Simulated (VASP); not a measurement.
# In (Pm-3m) in VASP: notebook, part 2 of 2

VASP 6.6.1. Earlier steps stand in the parts before.

## Step 3: Single point, LDA (volume scaled by 0.88)

The input, INCAR:

```
SYSTEM = In
PREC = Accurate
ENCUT = 520
EDIFF = 1E-6
ISMEAR = -1
SIGMA = 0.05
LREAL = .False.
LASPH = .True.
NELM = 60
ALGO = Normal
ISIF = 2
LWAVE = .False.
LCHARG = .False.
GGA = CA
NBANDS = 12
```

The input, KPOINTS:

```
regular mesh
0
Gamma
  14 14 14
  0 0 0
```

The input, POSCAR:

```
In
1.0
    2.8467546259      0.0000000000      0.0000000000
    0.0000000000      2.8467546259      0.0000000000
    0.0000000000      0.0000000000      2.8467546259
In
1
Direct
    0.0000000000      0.0000000000      0.0000000000
```

Potentials or basis: VASP PAW LDA potentials, release 64 (In_d).

Launch:

```bash
cat potpaw_LDA.64/In_d/POTCAR > POTCAR
mpirun -np 1 vasp_std > vasp.out
```

OUTCAR:

```text
SYSTEM = In
   PREC = Accurate
   ENCUT = 520
   EDIFF = 1E-6
   ISMEAR = -1
   LREAL = .False.
   LASPH = .True.
   NELM = 60
   ISIF = 2
   GGA = CA

 ion  position               nearest neighbor table
   1  0.000  0.000  0.000-

  LATTYP: Found a simple cubic cell.
 ALAT       =     2.8467546259

  Lattice vectors:

 A1 = (   2.8467546259,   0.0000000000,   0.0000000000)
 A2 = (   0.0000000000,   2.8467546259,   0.0000000000)
 A3 = (   0.0000000000,   0.0000000000,   2.8467546259)

[... 529 lines left out ...]
      4      -5.9312      2.00000
      5      -5.7747      2.00000
      6       1.6458      2.00000
      7       7.9901      1.99995
      8      13.8019      0.00000
      9      19.5346      0.00000
     10      20.7217      0.00000
     11      22.4841      0.00000
     12      26.5730      0.00000

 [... further k-points ...]
[... 5 lines left out ...]
  --------------------------------------------------------------------------------------
  -------------------------------------------------------------------------------------
  Total        1.1817984      1.1817984      1.1817984     -0.0000000      0.0000000     -0.0000000
  in kB       82.0736773     82.0736773     82.0736773     -0.0000000      0.0000000     -0.0000000
  external PRESSURE =      82.0736773 kB  Pullay stress =       0.0000000 kB

 VOLUME and BASIS-vectors are now :
 -----------------------------------------------------------------------------
  energy-cutoff  :      520.00
  volume of cell :       23.07
      direct lattice vectors                 reciprocal lattice vectors
     2.846754626  0.000000000  0.000000000     0.351277202  0.000000000  0.000000000
     0.000000000  2.846754626  0.000000000     0.000000000  0.351277202  0.000000000
     0.000000000  0.000000000  2.846754626     0.000000000  0.000000000  0.351277202

 POSITION                                       TOTAL-FORCE (eV/Angst)
 -----------------------------------------------------------------------------------
      0.00000      0.00000      0.00000         0.000000      0.000000      0.000000
 -----------------------------------------------------------------------------------
    total drift:                               -0.000000     -0.000000     -0.000000

  FREE ENERGIE OF THE ION-ELECTRON SYSTEM (eV)
  ---------------------------------------------------
  free  energy   TOTEN  =        -3.0742086099 eV

  energy  without entropy=       -3.0699259228  energy(sigma->0) =       -3.07206727
```

OSZICAR:

```text
N       E                     dE             d eps       ncg     rms          rms(c)
DAV:   1     0.787581061490E+02    0.78758E+02   -0.63508E+03  2940   0.144E+03
DAV:   2     0.546713700020E+00   -0.78211E+02   -0.76269E+02  3040   0.295E+02
DAV:   3    -0.304946175034E+01   -0.35962E+01   -0.35812E+01  3412   0.655E+01
DAV:   4    -0.312945434842E+01   -0.79993E-01   -0.79963E-01  3488   0.940E+00
DAV:   5    -0.313326155051E+01   -0.38072E-02   -0.38070E-02  3924   0.187E+00    0.384E+00
DAV:   6    -0.308641166395E+01    0.46850E-01   -0.67575E-02  3572   0.566E+00    0.178E+00
DAV:   7    -0.307543238633E+01    0.10979E-01   -0.18085E-02  4480   0.264E+00    0.332E-01
DAV:   8    -0.307423464190E+01    0.11977E-02   -0.10293E-03  3500   0.614E-01    0.537E-02
DAV:   9    -0.307420773847E+01    0.26903E-04   -0.22668E-05  4584   0.690E-02    0.273E-02
DAV:  10    -0.307420860989E+01   -0.87141E-06   -0.87969E-07  2304   0.962E-03
   1 F= -.30742086E+01 E0= -.30720673E+01  d E =-.428269E-02
```

Wall time 17 s (1 thread of AMD EPYC 7R13 (Zen 3), shared host); peak memory 0.12 GiB.

Results:

```yaml
Free_energy: -3.0742 eV
Pressure: 8.2 GPa
```

Levels at points of the mesh, in eV from the Fermi level:
```
           k point  band 2  band 3  band 4  band 5  band 6  band 7  band 8  band 9  band 10  band 11
(0.00, 0.00, 0.00)  -15.40  -14.19  -14.19  -14.19  -10.44    8.31    8.31    8.31    12.06    12.06
(0.50, 0.00, 0.00)  -14.66  -14.53  -14.53  -14.16   -5.68   -4.30   12.20   12.20    13.40    14.02
(0.50, 0.50, 0.00)  -14.97  -14.48  -14.48  -13.86   -0.94   -0.94   -0.83    4.16    16.57    16.57
(0.50, 0.50, 0.50)  -14.99  -14.99  -13.84  -13.84    2.43    2.43    2.43    5.13     7.55     8.05
```

Caveat: the cell differs from its parent crystal (volume scaled by 0.88); spin-orbit coupling is left out, which moves the levels of the heavy elements.

## Step 4: Single point, LDA (volume scaled by 0.88)

The input, INCAR:

```
PREC = Accurate
ENCUT = 520
EDIFF = 1E-6
ISMEAR = -1
SIGMA = 0.05
LREAL = False
LASPH = True
NELM = 80
ALGO = Normal
ISIF = 2
LWAVE = False
LCHARG = False
NBANDS = 12
```

The input, KPOINTS:

```
Automatic mesh
0
Gamma
  14 14 14
```

POSCAR is that of step 3.

Launch:

```bash
cat potpaw_LDA.64/In_d/POTCAR > POTCAR
mpirun -np 1 vasp_std > vasp.out
```

Run time: 17 s. Hardware: 1 thread of AMD EPYC 7R13 (Zen 3), shared host; peak memory 0.12 GiB.

Results (log left out):

* Free energy: -3.0742 eV
* Pressure: 8.2 GPa

Levels at points of the mesh, in eV from the Fermi level:
| k point | band 2 | band 3 | band 4 | band 5 | band 6 | band 7 | band 8 | band 9 | band 10 | band 11 |
| --- | --- | --- | --- | --- | --- | --- | --- | --- | --- | --- |
| (0.00, 0.00, 0.00) | -15.40 | -14.19 | -14.19 | -14.19 | -10.44 | 8.31 | 8.31 | 8.31 | 12.06 | 12.06 |
| (0.50, 0.00, 0.00) | -14.66 | -14.53 | -14.53 | -14.16 | -5.68 | -4.30 | 12.20 | 12.20 | 13.40 | 14.02 |
| (0.50, 0.50, 0.00) | -14.97 | -14.48 | -14.48 | -13.86 | -0.94 | -0.94 | -0.83 | 4.16 | 16.57 | 16.57 |
| (0.50, 0.50, 0.50) | -14.99 | -14.99 | -13.84 | -13.84 | 2.43 | 2.43 | 2.43 | 5.13 | 7.55 | 8.05 |

Caveat: the cell differs from its parent crystal (volume scaled by 0.88); spin-orbit coupling is left out, which moves the levels of the heavy elements.

## Step 5: Single point, LDA

This run uses another cell than the first one, of 26.22 Å³/atom, 1.282 times its volume.

The input, INCAR:

```
ALGO = Normal
EDIFF = 1E-6
ENCUT = 520
ISIF = 2
ISMEAR = -1
LASPH = T
LCHARG = F
LREAL = F
LWAVE = F
NBANDS = 12
NELM = 80
PREC = Accurate
SIGMA = 0.05
```

The input, KPOINTS:

```
k-points
0
Gamma
  14 14 14
```

The input, POSCAR:

```
In
1.0
    2.9706795802      0.0000000000      0.0000000000
    0.0000000000      2.9706795802      0.0000000000
    0.0000000000      0.0000000000      2.9706795802
In
1
Direct
    0.0000000000      0.0000000000      0.0000000000
```

Launch:

```bash
cat potpaw_LDA.64/In_d/POTCAR > POTCAR
mpirun -np 1 vasp_std > vasp.out
```

Wall time 17 s (1 thread of AMD EPYC 7R13 (Zen 3), shared host); peak memory 0.12 GiB.

Results (log left out):

```
Free energy : -3.1468 eV
Pressure    : 0.1 GPa
```

Levels at points of the mesh, in eV from the Fermi level:
```
           k point  band 3  band 4  band 5  band 6  band 7  band 8  band 9  band 10
(0.00, 0.00, 0.00)  -14.15  -14.15  -14.15   -9.55    7.66    7.66    7.66    11.14
(0.50, 0.00, 0.00)  -14.39  -14.39  -14.13   -5.53   -3.68   10.99   10.99    13.05
(0.50, 0.50, 0.00)  -14.36  -14.36  -13.90   -1.38   -0.72   -0.72    4.07    14.99
(0.50, 0.50, 0.50)  -14.72  -13.88  -13.88    2.20    2.20    2.20    3.57     7.58
```

Caveat: spin-orbit coupling is left out, which moves the levels of the heavy elements.

## Step 6: Single point, LDA

This run uses another cell than the first one, of 26.22 Å³/atom, 1.282 times its volume.

The input, INCAR:

```
SYSTEM = In
  PREC = Accurate
  ENCUT = 520
  EDIFF = 1E-6
  ISMEAR = -1
  SIGMA = 0.05
  LREAL = .False.
  LASPH = .True.
  NELM = 60
  ALGO = Normal
  ISIF = 2
  LWAVE = .False.
  LCHARG = .False.
  GGA = CA
  NBANDS = 12
```

The input, KPOINTS:

```
Automatic mesh
0
Gamma
  14 14 14
  0 0 0
```

POSCAR is that of step 5.

Potentials or basis: VASP PAW LDA potentials, release 64 (In_d).

Launch:

```bash
cat potpaw_LDA.64/In_d/POTCAR > POTCAR
mpirun -np 1 vasp_std > vasp.out
```

Run time: 11 s. Hardware: 1 thread of Intel Xeon Platinum 8375C at 2.90GHz (Ice Lake), shared host; peak memory 0.15 GiB.

The run converged. Its results:

```
Free energy : -3.1468 eV
Pressure    : 0.1 GPa
```

Levels at points of the mesh, in eV from the Fermi level:
```
           k point  band 4  band 5  band 6  band 7  band 8  band 9
(0.00, 0.00, 0.00)  -14.15  -14.15   -9.55    7.66    7.66    7.66
(0.50, 0.00, 0.00)  -14.39  -14.13   -5.53   -3.68   10.99   10.99
(0.50, 0.50, 0.00)  -14.36  -13.90   -1.38   -0.72   -0.72    4.07
(0.50, 0.50, 0.50)  -13.88  -13.88    2.20    2.20    2.20    3.57
```

Caveat: spin-orbit coupling is left out, which moves the levels of the heavy elements.

## Step 7: Overview

| cell | gap on the mesh (eV) | pressure (GPa) |
| --- | --- | --- |
| a = 2.735 Å, 1 atom | none | 21.7 |
| a = 2.847 Å, 1 atom | none | 8.2 |
| a = 2.971 Å, 1 atom | none | 0.1 |

Alike in all rows: task single point; level LDA; potentials or basis VASP PAW LDA potentials, release 64 (In_d); no spin polarisation; k mesh 14 × 14 × 14; cutoff (eV) 520; smearing fermi-dirac 0.05 eV.

Caveats: spin-orbit coupling is left out, which moves the levels of the heavy elements.

Absolute energies hang on the potentials; compare differences alone.
